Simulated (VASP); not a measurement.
PbO, 4 atoms in the cell. The cell holds a slab with vacuum, 4 atoms: a = 3.798 Å, b = 3.798 Å, c = 30.749 Å, α = 90.00°, β = 90.00°, γ = 90.00°. 

| Item | Value |
| --- | --- |
| Program | VASP 6.6.1 |
| Task | single point |
| Functional | PBE |
| Dispersion | D3(BJ) |
| Potentials or basis | VASP PAW PBE potentials, release 64 (Pb_d, O) |
| Cutoff | 520 eV |
| k mesh | 6 × 6 × 1 |
| Occupations | gaussian, width 0.02 eV |
| Spin | no spin polarisation |
| Dipole correction | yes |
| Further INCAR settings | ALGO = Normal; EDIFF = 1e-06; NBANDS = 28 |

Potentials or basis: VASP PAW PBE potentials, release 64 (Pb_d, O).

Run with:

```sh
$ cat potpaw_PBE.64/Pb_d/POTCAR potpaw_PBE.64/O/POTCAR > POTCAR
$ mpirun -np 1 vasp_std > vasp.out
```

Hardware: 1 thread of AMD EPYC 7R13 Processor (Zen 3), on a shared host.

Question: Estimate the wall time of this run.

Answer: It took 3.1 min on 1 thread of AMD EPYC 7R13 Processor (Zen 3), on a shared host, peak memory 0.48 GiB. Counts: scf iterations 24, k points 10.
